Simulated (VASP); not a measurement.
# Ti2BN3 (P4/mmm) in VASP: notebook

Runs on Ti2BN3. Level: PBE. Tasks: single point, relaxation of cell and atoms.

Everything below comes from runs of VASP 6.6.1. Logs are shortened: lines on timing, memory, paths and dates and some standing lists are left out, and cuts for length are marked.

**1. The cell of the first run**

It takes space group P4/mmm (No. 123, tetragonal). Conventional cell: a = 2.804 Å, b = 2.804 Å, c = 7.257 Å, α = 90.00°, β = 90.00°, γ = 90.00°. Within 2.8 Å of Ti (site symmetry 4mm) lie 8 N at 2.08 to 2.44 Å and 1 B at 2.21 Å. B (site symmetry 4/mmm) has 2 Ti at 2.21 Å and 8 N at 2.53 Å and 4 B at 2.80 Å within 2.9 Å. Within 2.7 Å of N (site symmetry 4/mmm) lie 2 N at 2.05 Å and 8 Ti at 2.44 Å. N (site symmetry 4mm) has 1 N at 2.05 Å and 4 Ti at 2.08 Å and 4 B at 2.53 Å within 2.7 Å.

**2. Single point, PBE**

Input file INCAR:

```
  PREC = Accurate
  ENCUT = 520
  EDIFF = 1E-6
  ISMEAR = 0
  SIGMA = 0.1
  LREAL = False
  LASPH = True
  NELM = 80
  ALGO = Normal
  ISIF = 2
  LWAVE = False
  LCHARG = True
  GGA = PE
  LELF = True
  LVHAR = True
  NBANDS = 30
```

Input file KPOINTS:

```
regular mesh
0
Gamma
  6 6 4
```

Input file POSCAR:

```
Ti2BN3
1.0
    2.8038651276      0.0000000000      0.0000000000
    0.0000000000      2.8038651276      0.0000000000
    0.0000000000      0.0000000000      7.2570710289
Ti B N
2 1 3
Direct
    0.5000000000      0.5000000000      0.8043932692
    0.5000000000      0.5000000000      0.1956067308
    0.5000000000      0.5000000000      0.5000000000
    0.0000000000      0.0000000000      0.0000000000
    0.0000000000      0.0000000000      0.7175131708
    0.0000000000      0.0000000000      0.2824868292
```

Potentials or basis: VASP PAW PBE potentials, release 64 (Ti_sv, B, N).

On the command line:

```
cat potpaw_PBE.64/Ti_sv/POTCAR potpaw_PBE.64/B/POTCAR potpaw_PBE.64/N/POTCAR > POTCAR
mpirun -np 1 vasp_std > vasp.out
```

OUTCAR:

```text
PREC = Accurate
   ENCUT = 520
   EDIFF = 1E-6
   ISMEAR = 0
   LREAL = False
   LASPH = True
   NELM = 80
   ISIF = 2
   GGA = PE

 ion  position               nearest neighbor table
   1  0.500  0.500  0.804-   5 2.08   5 2.08   5 2.08   5 2.08   3 2.21   2 2.84
   2  0.500  0.500  0.196-   6 2.08   6 2.08   6 2.08   6 2.08   3 2.21   1 2.84
   3  0.500  0.500  0.500-   1 2.21   2 2.21
   4  0.000  0.000  0.000-
   5  0.000  0.000  0.718-   1 2.08   1 2.08   1 2.08   1 2.08
   6  0.000  0.000  0.282-   2 2.08   2 2.08   2 2.08   2 2.08

  LATTYP: Found a simple tetragonal cell.
 ALAT       =     2.8038651276
 C/A-ratio  =     2.5882382706

  Lattice vectors:

 A1 = (   2.8038651276,   0.0000000000,   0.0000000000)
 A2 = (   0.0000000000,   2.8038651276,   0.0000000000)
 A3 = (   0.0000000000,   0.0000000000,   7.2570710289)

Analysis of symmetry for initial positions (statically):
=====================================================================
 Subroutine PRICEL returns:
 Original cell was already a primitive cell.

 Routine SETGRP: Setting up the symmetry group for a
 simple tetragonal supercell.

 Subroutine GETGRP returns: Found 16 space group operations
 (whereof 16 operations were pure point group operations)
 out of a pool of 16 trial point group operations.

The static configuration has the point symmetry D_4h.

Analysis of symmetry for dynamics (positions and initial velocities):
=====================================================================
 Subroutine PRICEL returns:
 Original cell was already a primitive cell.

 Routine SETGRP: Setting up the symmetry group for a
 simple tetragonal supercell.

 Subroutine GETGRP returns: Found 16 space group operations
 (whereof 16 operations were pure point group operations)
 out of a pool of 16 trial point group operations.

The dynamic configuration has the point symmetry D_4h.

 Subroutine INISYM returns: Found 16 space group operations
 (whereof 16 operations are pure point group operations),
 and found     1 'primitive' translations

----------------------------------------------------------------------------------------

                                     Primitive cell

  volume of cell :      57.0526

  direct lattice vectors                    reciprocal lattice vectors
     2.803865128  0.000000000  0.000000000     0.356650536  0.000000000  0.000000000
     0.000000000  2.803865128  0.000000000     0.000000000  0.356650536  0.000000000
     0.000000000  0.000000000  7.257071029     0.000000000  0.000000000  0.137796639

  length of vectors
     2.803865128  2.803865128  7.257071029     0.356650536  0.356650536  0.137796639

  position of ions in fractional coordinates (direct lattice)
     0.500000000  0.500000000  0.804393269
     0.500000000  0.500000000  0.195606731
     0.500000000  0.500000000  0.500000000
     0.000000000  0.000000000  0.000000000
     0.000000000  0.000000000  0.717513171
     0.000000000  0.000000000  0.282486829

  ion indices of the primitive-cell ions
   primitive index   ion index
                 1           1
                 2           2
                 3           3
                 4           4
                 5           5
                 6           6

----------------------------------------------------------------------------------------

 KPOINTS: regular mesh

Automatic generation of k-mesh.
 Grid dimensions read from file:
 generate k-points for:    6    6    4

 Generating k-lattice:

  Cartesian coordinates                     Fractional coordinates (reciprocal lattice)
     0.059441756  0.000000000  0.000000000     0.166666667  0.000000000  0.000000000
     0.000000000  0.059441756  0.000000000     0.000000000  0.166666667  0.000000000
     0.000000000  0.000000000  0.034449160     0.000000000  0.000000000  0.250000000

  Length of vectors
     0.059441756  0.059441756  0.034449160

  Shift w.r.t. Gamma in fractional coordinates (k-lattice)
     0.000000000  0.000000000  0.000000000

 Subroutine IBZKPT returns following result:
 ===========================================

 Found     30 irreducible k-points:

 Following reciprocal coordinates:
            Coordinates               Weight
  0.000000  0.000000  0.000000      1.000000
  0.166667  0.000000  0.000000      4.000000
  0.333333  0.000000  0.000000      4.000000
  0.500000  0.000000  0.000000      2.000000
  0.166667  0.166667  0.000000      4.000000
  0.333333  0.166667  0.000000      8.000000
[... 16 lines left out ...]
  0.333333  0.000000  0.500000      4.000000
  0.500000  0.000000  0.500000      2.000000
 [... further k-points ...]
   k-points           NKPTS =     30   k-points in BZ     NKDIM =     30   number of bands    NBANDS=     30
   number of dos      NEDOS =    301   number of ions     NIONS =      6
   total plane-waves  NPLWV =  31104
   dimension x,y,z NGX =    24 NGY =   24 NGZ =   54
   dimension x,y,z NGXF=    48 NGYF=   48 NGZF=  108
   ions per type =               2   1   3
   NGX,Y,Z   is equivalent  to a cutoff of  14.23, 14.23, 12.37 a.u.
   NGXF,Y,Z  is equivalent  to a cutoff of  28.46, 28.46, 24.74 a.u.
 SYSTEM =  unknown system
   PREC   = accura    normal or accurate (medium, high low for compatibility)
   ISTART =      0    job   : 0-new  1-cont  2-samecut
   ICHARG =      2    charge: 1-file 2-atom 10-const
   ISPIN  =      1    spin polarized calculation?
   LNONCOLLINEAR =      F non collinear calculations
   LSORBIT =      F    spin-orbit coupling
   LASPH  =      T    aspherical Exc in radial PAW
   ENCUT  =  520.0 eV  38.22 Ry    6.18 a.u.   5.21  5.21 13.49*2*pi/ulx,y,z
   NELM   =     80;   NELMIN=  2; NELMDL= -5     # of ELM steps
   EDIFF  = 0.1E-05   stopping-criterion for ELM
   LREAL  =      F    real-space projection
   EDIFFG = 0.1E-04   stopping-criterion for IOM
   NSW    =      0    number of steps for IOM
   IBRION =     -1    ionic relax: 0-MD 1-quasi-New 2-CG
   NFREE  =      0    steps in history (QN), initial steepest desc. (CG)
   ISIF   =      2    stress and relaxation
   ISYM   =      2    0-nonsym 1-usesym 2-fastsym
   POTIM  = 0.5000    time-step for ionic-motion
   TEBEG  =    0.0;   TEEND  =   0.0 temperature during run
   PSTRESS=    0.0 pullay stress
   NELECT =      42.0000    total number of electrons
   NUPDOWN=      -1.0000    fix difference up-down
   EMIN   =  10.00;   EMAX   =-10.00  energy-range for DOS
   EFERMI =   0.00;   METHOD = LEGACY
   ISMEAR =     0;   SIGMA  =   0.10  broadening in eV -4-tet -1-fermi 0-gaus
   EFERMI_NEDOS =   21; number of points for ismear=-14 and -15
   IALGO  =     38    algorithm
   IMIX   =      4    mixing-type and parameters
     AMIX     =   0.40;   BMIX     =  1.00
     AMIX_MAG =   1.60;   BMIX_MAG =  1.00
  volume/ion in A,a.u.               =       9.51        64.17
  Fermi-wavevector in a.u.,A,eV,Ry     =   1.478198  2.793390 29.729689  2.185070
  Thomas-Fermi vector in A             =   2.592509
   LORBIT       =      0    0 simple, 1 ext, 2 COOP (PROOUT), +10 PAW based schemes
   GGA     = PE    functional components
   LHFCALC =     F    Hartree Fock is set to
   AEXX    =    0.0000 exact exchange contribution
   IVDW    =     0    specifies the selected vdW correction
   LEPSILON=     F    determine dielectric tensor
   LRPA    =     F    only Hartree local field effects (RPA)
 non-spin polarized calculation
 Gauss-broadening in eV      SIGMA  =   0.10
  energy-cutoff  :      520.00
  volume of cell :       57.05
 maximum number of plane-waves:      1560
 NGX is ok and might be reduce to    24
   NGX = 11   NGY = 11   NGZ = 27

 number of electron      41.9999998 magnetization

 Free energy of the ion-electron system (eV)
  ---------------------------------------------------
  ext. energy  EPLUGINS =         0.00000000
  ---------------------------------------------------
  free energy    TOTEN  =       -46.51310719 eV

  energy without entropy =      -46.50013711  energy(sigma->0) =      -46.50662215

 E-fermi :   8.4706     XC(G=0): -12.3727

 val. band max:        8.4658428460   @ k =   0.5000   0.0000   0.5000
 cond. band min:       8.5088943118   @ k =   0.3333   0.0000   0.5000
 fundamental gap:      0.0430514658
 Fermi energy:         8.4705615263

 k-point     1 :       0.0000    0.0000    0.0000
  band No.  band energies     occupation
      1     -48.6971      2.00000
      2     -48.6690      2.00000
      3     -25.0482      2.00000
      4     -24.8034      2.00000
      5     -24.7367      2.00000
      6     -24.7367      2.00000
[... 22 lines left out ...]
     29      11.9406      0.00000
     30      12.6778      0.00000

 k-point     2 :       0.1667    0.0000    0.0000
  band No.  band energies     occupation
      1     -48.6795      2.00000
      2     -48.6517      2.00000
      3     -25.0256      2.00000
      4     -24.8988      2.00000
      5     -24.8729      2.00000
      6     -24.7836      2.00000
[... 22 lines left out ...]
     29      12.1750      0.00000
     30      12.7855      0.00000

 k-point     3 :       0.3333    0.0000    0.0000
  band No.  band energies     occupation
      1     -48.6440      2.00000
      2     -48.6170      2.00000
      3     -25.2126      2.00000
      4     -25.1727      2.00000
      5     -24.9796      2.00000
      6     -24.7514      2.00000
[... 22 lines left out ...]
     29      11.9708      0.00000
     30      12.2066      0.00000

 k-point     4 :       0.5000    0.0000    0.0000
  band No.  band energies     occupation
      1     -48.6262      2.00000
      2     -48.5995      2.00000
      3     -25.3643      2.00000
      4     -25.3186      2.00000
      5     -24.9566      2.00000
      6     -24.7347      2.00000
[... 616 lines left out ...]
     29      12.0606      0.00000
     30      12.6216      0.00000

 k-point    23 :       0.3333    0.0000    0.5000
  band No.  band energies     occupation
      1     -48.6441      2.00000
      2     -48.6169      2.00000
      3     -25.2120      2.00000
      4     -25.1733      2.00000
      5     -24.9789      2.00000
      6     -24.7521      2.00000
[... 22 lines left out ...]
     29      12.5059      0.00000
     30      13.3414      0.00000

 k-point    24 :       0.5000    0.0000    0.5000
  band No.  band energies     occupation
      1     -48.6262      2.00000
      2     -48.5994      2.00000
      3     -25.3636      2.00000
      4     -25.3193      2.00000
      5     -24.9562      2.00000
      6     -24.7352      2.00000
[... 22 lines left out ...]
     29      12.7066      0.00000
     30      13.1494      0.00000

 [... further k-points ...]
[... 5 lines left out ...]
  --------------------------------------------------------------------------------------
  -------------------------------------------------------------------------------------
  Total        0.1059988      0.1059988      0.0581367      0.0000000      0.0000000      0.0000000
  in kB        2.9767063      2.9767063      1.6326220      0.0000000      0.0000000      0.0000000
  external PRESSURE =       2.5286782 kB  Pullay stress =       0.0000000 kB

 VOLUME and BASIS-vectors are now :
 -----------------------------------------------------------------------------
  energy-cutoff  :      520.00
  volume of cell :       57.05
      direct lattice vectors                 reciprocal lattice vectors
     2.803865128  0.000000000  0.000000000     0.356650536  0.000000000  0.000000000
     0.000000000  2.803865128  0.000000000     0.000000000  0.356650536  0.000000000
     0.000000000  0.000000000  7.257071029     0.000000000  0.000000000  0.137796639

 POSITION                                       TOTAL-FORCE (eV/Angst)
 -----------------------------------------------------------------------------------
      1.40193      1.40193      5.83754         0.000000      0.000000      0.030941
      1.40193      1.40193      1.41953        -0.000000      0.000000     -0.030941
      1.40193      1.40193      3.62854        -0.000000     -0.000000     -0.000000
      0.00000      0.00000      0.00000        -0.000000     -0.000000     -0.000000
      0.00000      0.00000      5.20704        -0.000000     -0.000000     -0.053632
      0.00000      0.00000      2.05003        -0.000000     -0.000000      0.053632
 -----------------------------------------------------------------------------------
    total drift:                                0.000000     -0.000000      0.000000

  FREE ENERGIE OF THE ION-ELECTRON SYSTEM (eV)
  ---------------------------------------------------
  free  energy   TOTEN  =       -46.5131071925 eV

  energy  without entropy=      -46.5001371147  energy(sigma->0) =      -46.50662215
```

Run time: 30 s. Hardware: 1 thread of Intel Xeon 6975P-C (Granite Rapids), shared host; peak memory 0.2 GiB.

Results:

```
Free energy            : -46.5131 eV
Pressure               : 0.3 GPa
Largest force          : 0.054 eV/Å
Band gap on the k mesh : zero (band 21 reaches 8.72 eV, above the bottom of band 22 at 7.10 eV)
```

Forces on the atoms (eV/Å):
```
Ti   0.000  0.000  0.031
Ti   0.000  0.000 -0.031
B    0.000  0.000  0.000
N    0.000  0.000  0.000
N    0.000  0.000 -0.054
N    0.000  0.000  0.054
```

Stress tensor (GPa, compression positive):
```
0.30 0.00 0.00
0.00 0.30 0.00
0.00 0.00 0.16
```

Levels at points of the mesh, in eV from the Fermi level:
```
           k point  band 17  band 18  band 19  band 20  band 21  band 22  band 23  band 24  band 25  band 26
(0.00, 0.00, 0.00)    -1.91    -1.80    -1.80    -1.69    -1.35    -0.78     0.07     1.85     2.29     2.38
(0.50, 0.00, 0.00)    -3.84    -3.69    -3.35    -1.10    -0.03     1.47     1.57     1.84     2.38     2.75
(0.50, 0.50, 0.00)    -4.60    -4.58    -3.53    -2.37    -0.30     1.45     1.45     1.68     2.14     2.14
(0.00, 0.00, 0.50)    -1.95    -1.95    -1.80    -1.80    -1.68    -1.37     1.75     2.30     2.38     2.42
(0.50, 0.00, 0.50)    -3.75    -3.73    -1.57    -1.35    -0.82     0.00     1.72     1.94     2.03     2.41
(0.50, 0.50, 0.50)    -4.58    -4.58    -3.29    -1.45    -1.26     1.36     1.36     1.81     2.26     2.26
```

Caveat: the k points lie up to 0.37 Å⁻¹ apart.

(Continued in part 2 of 2.)
